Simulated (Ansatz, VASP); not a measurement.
## Two plane-wave programs on Al

```
Al
1.0
    -1.61248    1.61248    1.61248
     1.61248   -1.61248    1.61248
     1.61248    1.61248   -1.61248
Al
1
Cartesian
  0.0000 0.0000 0.0000
```

Alike in both runs: task single point; functional PBE; k mesh 18 × 18 × 18; occupations gaussian, width 0.05 eV; no spin polarisation.

```csv
,VASP,Ansatz
version,VASP 6.6.1,Ansatz 0.2.0
potentials or method,"VASP PAW PBE potentials, release 64 (Al), cutoff 520 eV","scalar-relativistic, plane waves, PAW"
valence electrons in the cell,3,3
```

|  | VASP | Ansatz | Ansatz less VASP |
| --- | --- | --- | --- |
| gap on the k mesh at the Fermi level (eV) | none | none | - |
| pressure (GPa) | 0.7 | 0.7 | +0.02 |

A gap of «none» marks a metal or a gap that the smearing closes. The functional is the same, so the differences come from potentials, cutoffs and numerics.
